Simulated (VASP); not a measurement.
# O (Fmmm) in VASP: a series of runs

Aim: see how the results for O move with the level of theory and the settings. Levels: PBE, LDA. Tasks: single point.

Program: VASP 6.6.1. These are calculated values, not measurements. Logs are shortened: lines on timing, memory, paths and dates and some standing lists are left out, and cuts for length are marked.

### 1 The cell of the first run

The structure is orthorhombic, space group Fmmm (No. 69). Conventional cell: a = 2.957 Å, b = 4.215 Å, c = 6.690 Å, α = 90.00°, β = 90.00°, γ = 90.00°. Within 1.6 Å of O (site symmetry mm2) lie 1 O at 1.22 Å.

### 2 Single point, PBE

INCAR reads:

```
ALGO = Normal
EDIFF = 1E-6
ENCUT = 600
GGA = PE
GGA_COMPAT = F
ISIF = 2
ISMEAR = 0
ISYM = 0
LASPH = T
LCHARG = F
LREAL = F
LWAVE = F
NBANDS = 13
NELM = 120
PREC = Accurate
SIGMA = 0.1
```

KPOINTS reads:

```
k-points
0
Gamma
  3 1 1
```

POSCAR reads:

```
O
1.0
    0.0000000000      2.1075500000      3.3448500000
    1.4783500000      0.0000000000      3.3448500000
    1.4783500000      2.1075500000      0.0000000000
O
2
Direct
    0.0945741767      0.0945741767      0.9054258233
    0.9129000000      0.9129000000      0.0871000000
```

Potentials or basis: VASP PAW PBE potentials, release 64 (O).

Started as:

```console
$ cat potpaw_PBE.64/O/POTCAR > POTCAR
$ mpirun -np 1 vasp_std > vasp.out
```

OUTCAR:

```text
EDIFF = 1E-6
   ENCUT = 600
   GGA = PE
   ISIF = 2
   ISMEAR = 0
   ISYM = 0
   LASPH = T
   LREAL = F
   NELM = 120
   PREC = Accurate

 ion  position               nearest neighbor table
   1  0.095  0.095  0.905-   2 1.22
   2  0.913  0.913  0.087-   1 1.22

IMPORTANT INFORMATION: All symmetrisations will be switched off!
NOSYMM: (Re-)initialisation of all symmetry stuff for point group C_1.

----------------------------------------------------------------------------------------

                                     Primitive cell

  volume of cell :      20.8431

  direct lattice vectors                    reciprocal lattice vectors
     0.000000000  2.107550000  3.344850000    -0.338214902  0.237242296  0.149483534
     1.478350000  0.000000000  3.344850000     0.338214902 -0.237242296  0.149483534
     1.478350000  2.107550000  0.000000000     0.338214902  0.237242296 -0.149483534

  length of vectors
     3.953452735  3.656985131  2.574351515     0.439338769  0.439338769  0.439338769

  position of ions in fractional coordinates (direct lattice)
     0.094574177  0.094574177  0.905425823
     0.912900000  0.912900000  0.087100000

  ion indices of the primitive-cell ions
   primitive index   ion index
                 1           1
                 2           2

----------------------------------------------------------------------------------------

 KPOINTS: k-points

Automatic generation of k-mesh.
 Grid dimensions read from file:
 generate k-points for:    3    1    1

 Generating k-lattice:

  Cartesian coordinates                     Fractional coordinates (reciprocal lattice)
    -0.112738301  0.079080765  0.049827845     0.333333333  0.000000000  0.000000000
     0.338214902 -0.237242296  0.149483534     0.000000000  1.000000000  0.000000000
     0.338214902  0.237242296 -0.149483534    -0.000000000  0.000000000  1.000000000

  Length of vectors
     0.146446256  0.439338769  0.439338769

  Shift w.r.t. Gamma in fractional coordinates (k-lattice)
     0.000000000  0.000000000  0.000000000

 -----------------------------------------------------------------------------
|                                                                             |
|           W    W    AA    RRRRR   N    N  II  N    N   GGGG   !!!           |
|           W    W   A  A   R    R  NN   N  II  NN   N  G    G  !!!           |
|           W    W  A    A  R    R  N N  N  II  N N  N  G       !!!           |
|           W WW W  AAAAAA  RRRRR   N  N N  II  N  N N  G  GGG   !            |
|           WW  WW  A    A  R   R   N   NN  II  N   NN  G    G                |
|           W    W  A    A  R    R  N    N  II  N    N   GGGG   !!!           |
|                                                                             |
|     Your reciprocal lattice and k-lattice belong to different lattice       |
|     classes:                                                                |
|                                                                             |
|        The reciprocal lattice is body-centered orthorhombic,                |
|        whereas your k-lattice is triclinic.                                 |
|                                                                             |
|     Results are often still useful ...                                      |
|                                                                             |
 -----------------------------------------------------------------------------

 WARNING: IBZKPT: internal override: KBLOWUP is changed to .FALSE.
      ... skipping the blow-up phase ...

 Subroutine IBZKPT returns following result:
 ===========================================

 Found      2 irreducible k-points:

 Following reciprocal coordinates:
            Coordinates               Weight
  0.000000  0.000000  0.000000      1.000000
  0.333333  0.000000  0.000000      2.000000
   k-points           NKPTS =      2   k-points in BZ     NKDIM =      2   number of bands    NBANDS=     13
   number of dos      NEDOS =    301   number of ions     NIONS =      2
   total plane-waves  NPLWV =  23040
   dimension x,y,z NGX =    32 NGY =   30 NGZ =   24
   dimension x,y,z NGXF=    64 NGYF=   60 NGZF=   48
   ions per type =               2
   NGX,Y,Z   is equivalent  to a cutoff of  13.46, 13.64, 15.50 a.u.
   NGXF,Y,Z  is equivalent  to a cutoff of  26.91, 27.28, 31.00 a.u.
 SYSTEM =  unknown system
   PREC   = accura    normal or accurate (medium, high low for compatibility)
   ISTART =      0    job   : 0-new  1-cont  2-samecut
   ICHARG =      2    charge: 1-file 2-atom 10-const
   ISPIN  =      1    spin polarized calculation?
   LNONCOLLINEAR =      F non collinear calculations
   LSORBIT =      F    spin-orbit coupling
   LASPH  =      T    aspherical Exc in radial PAW
   ENCUT  =  600.0 eV  44.10 Ry    6.64 a.u.   7.90  7.30  5.14*2*pi/ulx,y,z
   NELM   =    120;   NELMIN=  2; NELMDL= -5     # of ELM steps
   EDIFF  = 0.1E-05   stopping-criterion for ELM
   LREAL  =      F    real-space projection
   EDIFFG = 0.1E-04   stopping-criterion for IOM
   NSW    =      0    number of steps for IOM
   IBRION =     -1    ionic relax: 0-MD 1-quasi-New 2-CG
   NFREE  =      0    steps in history (QN), initial steepest desc. (CG)
   ISIF   =      2    stress and relaxation
   ISYM   =      0    0-nonsym 1-usesym 2-fastsym
   POTIM  = 0.5000    time-step for ionic-motion
   TEBEG  =    0.0;   TEEND  =   0.0 temperature during run
   PSTRESS=    0.0 pullay stress
   NELECT =      12.0000    total number of electrons
   NUPDOWN=      -1.0000    fix difference up-down
   EMIN   =  10.00;   EMAX   =-10.00  energy-range for DOS
   EFERMI =   0.00;   METHOD = LEGACY
   ISMEAR =     0;   SIGMA  =   0.10  broadening in eV -4-tet -1-fermi 0-gaus
   EFERMI_NEDOS =   21; number of points for ismear=-14 and -15
   IALGO  =     38    algorithm
   IMIX   =      4    mixing-type and parameters
     AMIX     =   0.40;   BMIX     =  1.00
     AMIX_MAG =   1.60;   BMIX_MAG =  1.00
  volume/ion in A,a.u.               =      10.42        70.33
  Fermi-wavevector in a.u.,A,eV,Ry     =   1.361909  2.573634 25.236021  1.854795
  Thomas-Fermi vector in A             =   2.488444
   LORBIT       =      0    0 simple, 1 ext, 2 COOP (PROOUT), +10 PAW based schemes
   GGA     = PE    functional components
   LHFCALC =     F    Hartree Fock is set to
   AEXX    =    0.0000 exact exchange contribution
   IVDW    =     0    specifies the selected vdW correction
   LEPSILON=     F    determine dielectric tensor
   LRPA    =     F    only Hartree local field effects (RPA)
 non-spin polarized calculation
 Gauss-broadening in eV      SIGMA  =   0.10
  energy-cutoff  :      600.00
  volume of cell :       20.84
 maximum number of plane-waves:       701
 NGX is ok and might be reduce to    32
   NGX = 15   NGY = 15   NGZ = 11

 number of electron      12.0000000 magnetization

 Free energy of the ion-electron system (eV)
  ---------------------------------------------------
  ext. energy  EPLUGINS =         0.00000000
  ---------------------------------------------------
  free energy    TOTEN  =        -8.19137598 eV

  energy without entropy =       -8.15319082  energy(sigma->0) =       -8.17228340

 E-fermi :   1.9583     XC(G=0):  -9.9220

 val. band max:        1.9207377795   @ k =   0.0000   0.0000   0.0000
 cond. band min:       2.0320091763   @ k =   0.3333   0.0000   0.0000
 fundamental gap:      0.1112713968
 Fermi energy:         1.9583360344

 k-point     1 :       0.0000    0.0000    0.0000
  band No.  band energies     occupation
      1     -25.8899      2.00000
      2     -12.7460      2.00000
      3      -7.9696      2.00000
      4      -4.3166      2.00000
      5      -3.9598      2.00000
      6       1.9207      1.40508
      7       2.3994      0.00000
      8      10.9994      0.00000
      9      12.1102      0.00000
     10      17.4679      0.00000
     11      20.9707      0.00000
     12      22.6716      0.00000
     13      26.4313      0.00000

 k-point     2 :       0.3333    0.0000    0.0000
  band No.  band energies     occupation
      1     -25.4411      2.00000
      2     -12.7700      2.00000
      3      -7.1783      2.00000
      4      -5.8222      2.00000
      5      -4.4975      2.00000
      6       0.5649      2.00000
      7       2.0320      0.29746
      8      11.2351      0.00000
      9      14.4111      0.00000
     10      17.7451      0.00000
     11      18.4537      0.00000
     12      21.2398      0.00000
     13      24.9832      0.00000

------------------------ aborting loop because EDIFF is reached ----------------------------------------

  FORCE on cell =-STRESS in cart. coord.  units (eV):
  Direction    XX          YY          ZZ          XY          YZ          ZX
  --------------------------------------------------------------------------------------
  -------------------------------------------------------------------------------------
  Total        1.9628266      2.3972318      1.3061111      1.6529184     -0.0036834     -0.6075542
  in kB      150.8796678    184.2717750    100.3988860    127.0574690     -0.2831400    -46.7018215
  external PRESSURE =     145.1834429 kB  Pullay stress =       0.0000000 kB

 VOLUME and BASIS-vectors are now :
 -----------------------------------------------------------------------------
  energy-cutoff  :      600.00
  volume of cell :       20.84
      direct lattice vectors                 reciprocal lattice vectors
     0.000000000  2.107550000  3.344850000    -0.338214902  0.237242296  0.149483534
     1.478350000  0.000000000  3.344850000     0.338214902 -0.237242296  0.149483534
     1.478350000  2.107550000  0.000000000     0.338214902  0.237242296 -0.149483534

 POSITION                                       TOTAL-FORCE (eV/Angst)
 -----------------------------------------------------------------------------------
      1.47835      2.10755      0.63267         0.187151      0.566215      0.310106
      1.47835      2.10755      6.10703        -0.187151     -0.566215     -0.310106
 -----------------------------------------------------------------------------------
    total drift:                               -0.000152     -0.000206     -0.000092

  FREE ENERGIE OF THE ION-ELECTRON SYSTEM (eV)
  ---------------------------------------------------
  free  energy   TOTEN  =        -8.1913759780 eV

  energy  without entropy=       -8.1531908172  energy(sigma->0) =       -8.17228340
```

It took 1.6 s on 1 thread of AMD EPYC 9R45 (Zen 5), shared host; peak memory 0.11 GiB.

What came out:

* Free energy: -8.1914 eV
* Pressure: 14.5 GPa
* Largest force: 0.672 eV/Å
* Band gap on the k mesh: 0.11 eV (least direct gap 0.48 eV)

Forces on the atoms (eV/Å):
```
O    0.187  0.566  0.310
O   -0.187 -0.566 -0.310
```

Stress tensor (GPa, compression positive):
```
15.09 12.71 -4.67
12.71 18.43 -0.03
-4.67 -0.03 10.04
```

Caveat: the k points lie up to 2.52 Å⁻¹ apart; the standard files for N, O and F lose accuracy on very short bonds; spin is off for a triplet molecule; this functional lacks dispersion, which holds the molecules together, so the pressure and a relaxed volume are unreliable; an odd mesh through Γ misses points on the zone boundary, where band edges can lie.

[end of part 1 of 2]
